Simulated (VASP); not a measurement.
Wanted: the native input for a VASP 6.6.1 run.

```yaml
Task: single point
Functional: PBEsol
Potentials_or_basis: VASP PAW PBE potentials, release 64 (Ni, Si)
Cutoff: 520 eV
k_mesh: 12 × 12 × 12
Occupations: fermi-dirac, width 0.05 eV
Spin: collinear spin, ferrimagnetic start
Starting_moments: "[1.0, -1.0, 1.0, 0.0] μB"
Dipole_correction: no
Further_INCAR_settings: ALGO = Normal; EDIFF = 1e-06; NBANDS = 29
```

The structure of SiNi3 lies in POSCAR:

```
SiNi3
1.0
    1.2928041287      0.7464008117      7.6619893310
   -1.2928041287      0.7464008117      7.6619893310
    0.0000000000     -1.4928016234      7.6619893310
Ni Si
3 1
Direct
    0.2547330000      0.2547330000      0.2547330000
    0.5000000000      0.5000000000      0.5000000000
    0.7452670000      0.7452670000      0.7452670000
    0.0000000000      0.0000000000      0.0000000000
```

The input as run:

INCAR

```
SYSTEM = SiNi3
PREC = Accurate
ENCUT = 520
EDIFF = 1E-6
ISMEAR = -1
SIGMA = 0.05
LREAL = .False.
LASPH = .True.
NELM = 150
ALGO = Normal
ISIF = 2
LWAVE = .False.
LCHARG = .False.
ISPIN = 2
MAGMOM = 1 -1 1 0
LORBIT = 11
LMAXMIX = 4
GGA = PS
NBANDS = 29
```

KPOINTS

```
regular mesh
0
Gamma
  12 12 12
  0 0 0
```

Potentials or basis: VASP PAW PBE potentials, release 64 (Ni, Si).

The run is started by

```bash
$ cat potpaw_PBE.64/Ni/POTCAR potpaw_PBE.64/Si/POTCAR > POTCAR
$ mpirun -np 1 vasp_std > vasp.out
```

Results of the run:

```yaml
Pressure: -5.9 GPa
Largest_force: 0.024 eV/Å
Net_moment: -0.41 μB per cell
Site_moments: Ni -0.05, -0.31 (each value once); Si +0.00 μB
Valence_electrons_inside_the_program's_atomic_spheres: Ni 9.46, 9.21 (each value once); Si 1.63
```

Caveat: the cell stands under tension; the PAW data sets were made with another functional, which shifts forces and pressure a little.

It took 68 min on 1 thread of Intel(R) Xeon(R) Platinum 8488C (Sapphire Rapids), on a shared host, peak memory 0.85 GiB.
